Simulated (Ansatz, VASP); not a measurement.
## AlAs: VASP beside Ansatz

```
Al As
1.0
     0.00000    2.83050    2.83050
     2.83050    0.00000    2.83050
     2.83050    2.83050    0.00000
Al As
1 1
Direct
  0.00000 0.00000 0.00000
  0.25000 0.25000 0.25000
```

Alike in both runs: task single point; functional r2SCAN; k mesh 6 × 6 × 6; occupations gaussian, width 0.1 eV; no spin polarisation.

|  | VASP | Ansatz |
| --- | --- | --- |
| version | VASP 6.6.1 | Ansatz 0.2.0 |
| potentials or method | VASP PAW PBE potentials, release 64 (Al, As), cutoff 550 eV | scalar-relativistic, plane waves, PAW |
| valence electrons in the cell | 8 | 18 |

Ansatz gave:

* gap on the k mesh at the Fermi level (eV): 1.80
* least direct gap on the mesh (eV): 2.70
* pressure (GPa): 0.6

Task: What did VASP give for the same quantities?

Result: gap on the k mesh at the Fermi level (eV): 1.79; least direct gap on the mesh (eV): 2.71; pressure (GPa): 0.7.

VASP's potentials were made for PBE, not for r2SCAN. VASP's potentials hold 8 valence electrons a cell and Ansatz's 18, so a difference there can come from the potentials and not from the codes.
